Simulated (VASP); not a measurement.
Here is a VASP 6.6.1 calculation.

File INCAR:

```
SYSTEM = Ba3SbP
ALGO     = Normal         ! electronic algorithm
EDIFF    = 1E-6           ! SCF threshold, eV
ENCUT    = 500            ! plane-wave cutoff, eV
GGA      = RE             ! functional
GGA_COMPAT= .False.      
ISIF     = 2              ! what is computed and relaxed
ISMEAR   = 0              ! smearing method
LASPH    = .True.         ! aspherical terms in the spheres
LCHARG   = .False.        ! write CHGCAR
LREAL    = .False.        ! projectors in reciprocal space
LWAVE    = .False.        ! write WAVECAR
NBANDS   = 28             ! bands
NELM     = 120            ! most SCF steps
PREC     = Accurate       ! precision mode
SIGMA    = 0.01           ! smearing width, eV
```

The input KPOINTS:

```
k-points
0
Gamma
  3 3 3
  0 0 0
```

POSCAR

```
Ba3SbP
1.0
    6.1131770000      0.0000000000      0.0000000000
    0.0000000000      6.1131770000      0.0000000000
    0.0000000000      0.0000000000      6.1131770000
Ba Sb P
3 1 1
Direct
    0.0000000000      0.5000000000      0.5000000000
    0.5000000000      0.0000000000      0.5000000000
    0.5000000000      0.5000000000      0.0000000000
    0.0000000000      0.0000000000      0.0000000000
    0.5000000000      0.5000000000      0.5000000000
```

Potentials or basis: VASP PAW PBE potentials, release 64 (Ba_sv, Sb, P).

Run with:

```console
$ cat potpaw_PBE.64/Ba_sv/POTCAR potpaw_PBE.64/Sb/POTCAR potpaw_PBE.64/P/POTCAR > POTCAR
$ mpirun -np 1 vasp_std > vasp.out
```

(1) Predict the band gap on the k mesh.

(2) Predict the pressure.

## Answers

(1) 0.38 eV.

(2) 0.7 GPa.

Caveat: semilocal functionals underestimate gaps, and a narrow one can read as zero; the PAW data sets were made with another functional, which shifts forces and pressure a little; spin-orbit coupling is left out, which moves the levels of the heavy elements; an odd mesh through Γ misses points on the zone boundary, where band edges can lie.
